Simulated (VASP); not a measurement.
Write the native input for VASP 6.6.1 that does the following.

```
Task                   : electric field gradients
Functional             : LDA
Potentials or basis    : VASP PAW LDA potentials, release 64 (Ti_sv, Rh_sv_GW)
Cutoff                 : 460 eV
k mesh                 : 12 × 12 × 11
Occupations            : fermi-dirac, width 0.05 eV
Spin                   : no spin polarisation
Dipole correction      : no
Second run             : valence_matched
Further INCAR settings : ALGO = Normal; EDIFF = 1e-08; NBANDS = 22
```

The structure of TiRh lies in POSCAR:

```
TiRh
1.0
    2.2386528970      0.0000000000      0.0000000000
    0.0000000000      2.2386528970      0.0000000000
    0.0000000000      0.0000000000      2.9840251196
Ti Rh
1 1
Direct
    0.5000000000      0.5000000000      0.5000000000
    0.0000000000      0.0000000000      0.0000000000
```

This cell differs from its parent crystal: volume scaled by 0.5.

The input as run:

INCAR

```
SYSTEM = TiRh
PREC = Accurate
ENCUT = 460
EDIFF = 1E-8
ISMEAR = -1
SIGMA = 0.05
LREAL = .False.
LASPH = .True.
NELM = 120
ALGO = Normal
ISIF = 2
LWAVE = .False.
LCHARG = .False.
LEFG = .True.
NBANDS = 22
GGA_COMPAT = .False.
```

KPOINTS

```
Automatic mesh
0
Gamma
  12 12 11
  0 0 0
```

Potentials or basis: VASP PAW LDA potentials, release 64 (Ti_sv, Rh_sv_GW).

Run with:

```bash
$ cat potpaw_LDA.64/Ti_sv/POTCAR potpaw_LDA.64/Rh_sv_GW/POTCAR > POTCAR
$ mpirun -np 1 vasp_std > vasp.out
```

It gave:

The pressure is 503.7 GPa.

Caveat: without QUAD_EFG the Cq values of the log hold for a quadrupole moment of 1 mb, not for the nuclei.

It took 79 s on 1 thread of AMD EPYC 7R43 64-Core Processor (Zen 3), with other jobs on the host, peak memory 0.13 GiB.
